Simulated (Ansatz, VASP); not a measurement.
# One calculation of ZnSe, two programs

```
Zn Se
1.0
     0.00000    2.92213    2.92213
     2.92213    0.00000    2.92213
     2.92213    2.92213    0.00000
Zn Se
1 1
Direct
  0.00000 0.00000 0.00000
  0.25000 0.25000 0.25000
```

Alike in both runs: task single point; functional PBE; k mesh 6 × 6 × 6; no spin polarisation.

|  | VASP | Ansatz |
| --- | --- | --- |
| version | VASP 6.6.1 | Ansatz 0.2.0 |
| potentials or method | VASP PAW PBE potentials, release 64 (Zn, Se) | plane waves, PAW |
| plane-wave cutoff (eV) | 520 | 420 |
| occupations | gaussian, width 0.01 eV | fixed |
| valence electrons in the cell | 18 | 28 |

VASP gave:

```
gap on the k mesh at the Fermi level (eV) : 0.93
pressure (GPa)                            : -2.7
```

Q: Which values does Ansatz return?

A: gap on the k mesh at the Fermi level (eV): 0.93; pressure (GPa): -2.9.

VASP's potentials hold 18 valence electrons a cell and Ansatz's 28, so a difference there can come from the potentials and not from the codes.
